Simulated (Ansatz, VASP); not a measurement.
# Two plane-wave programs on Ti2C

```
Ti C
1.0
     1.54070    0.88952    4.81377
    -1.54070    0.88952    4.81377
     0.00000   -1.77905    4.81377
Ti C
2 1
Direct
  0.24550 0.24550 0.24550
  0.75450 0.75450 0.75450
  0.50000 0.50000 0.50000
```

Alike in both runs: task single point; functional PBEsol; k mesh 9 × 9 × 9; occupations gaussian, width 0.2 eV; no spin polarisation.

```csv
,VASP,Ansatz
version,VASP 6.6.1,Ansatz 0.2.0
potentials or method,"VASP PAW PBE potentials, release 64 (Ti_sv, C), cutoff 520 eV","scalar-relativistic, plane waves, PAW"
valence electrons in the cell,28,28
```

|  | VASP | Ansatz | Ansatz less VASP |
| --- | --- | --- | --- |
| gap on the k mesh at the Fermi level (eV) | none | none | - |
| pressure (GPa) | -4.4 | -4.6 | -0.16 |
| traceless stress, the component that is largest in VASP (GPa) | 0.44 | 0.46 | +0.023 |
| rms of the force components (eV/Å) | 0.073 | 0.085 | +0.0115 |

VASP's potentials were made for PBE, not for PBEsol. Atom by atom the forces differ by 0.012 eV/Å (rms over components). A gap of «none» marks a metal or a gap that the smearing closes. The functional is the same, so the differences come from potentials, cutoffs and numerics.
